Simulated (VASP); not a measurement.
Write the native input for VASP 6.6.1 that does the following.

```yaml
Task: single point
Functional: LDA
Potentials_or_basis: VASP PAW LDA potentials, release 64 (Si, Ti_sv)
Cutoff: 520 eV
k_mesh: 2 × 2 × 2
Occupations: fermi-dirac, width 0.02 eV
Spin: no spin polarisation
Dipole_correction: no
Further_INCAR_settings: LREAL = Auto; ALGO = Normal; EDIFF = 1e-07; NBANDS = 52
```

The structure of TiSi16 (a cell with a defect) lies in POSCAR:

```
TiSi16
1.0
    0.0000000000      5.4300000000      5.4300000000
    5.4300000000      0.0000000000      5.4300000000
    5.4300000000      5.4300000000      0.0000000000
Si Ti
16 1
Direct
   -0.0113535912      0.0098802947     -0.0057366483
    0.0380018416      0.0498618785      0.2407090239
   -0.0584069982     -0.1759944751      0.6374861878
    0.0509208103      0.0846777164      0.6608287293
   -0.0446040516      0.5188581952     -0.0030570902
    0.1032228361      0.5129097606      0.1759116022
   -0.1160589319      0.4378637201      0.5144935543
    0.0845764273      0.4323664825      0.6856998158
    0.4127992634     -0.0059668508      0.0708655617
    0.5902854512      0.0468416206      0.1967495396
    0.4212799263     -0.0703406998      0.5593462247
    0.5730662983     -0.0054972376      0.7140055249
    0.4577255985      0.4383333333      0.0573020258
    0.5783149171      0.6211325967      0.1736556169
    0.4523020258      0.3868139963      0.5865377532
    0.5395488029      0.5556629834      0.7045027624
    0.1932136280      0.6615930018      0.3225506446
```

The input as run:

INCAR

```
SYSTEM = TiSi16
ALGO     = Normal         ! electronic algorithm
EDIFF    = 1E-7           ! SCF threshold, eV
ENCUT    = 520            ! plane-wave cutoff, eV
GGA      = CA             ! functional
ISIF     = 2              ! what is computed and relaxed
ISMEAR   = -1             ! smearing method
LASPH    = .True.         ! aspherical terms in the spheres
LCHARG   = .False.        ! write CHGCAR
LREAL    = Auto         
LWAVE    = .False.        ! write WAVECAR
NBANDS   = 52             ! bands
NELM     = 80             ! most SCF steps
PREC     = Accurate       ! precision mode
SIGMA    = 0.02           ! smearing width, eV
```

KPOINTS

```
k-points
0
Gamma
  2 2 2
  0 0 0
```

Potentials or basis: VASP PAW LDA potentials, release 64 (Si, Ti_sv).

Run with:

```sh
$ cat potpaw_LDA.64/Si/POTCAR potpaw_LDA.64/Ti_sv/POTCAR > POTCAR
$ mpirun -np 1 vasp_std > vasp.out
```

It gave:

```json
{"Pressure": "-0.5 GPa", "Largest force": "3.057 eV/Å", "Band gap on the k mesh": "zero (bands 38 and 39 overlap by 0.23 eV)"}
```

Caveat: the k points lie up to 0.50 Å⁻¹ apart.

It took 2.3 min on 1 thread of Intel(R) Xeon(R) 6975P-C (Granite Rapids) (shared host), peak memory 0.38 GiB.
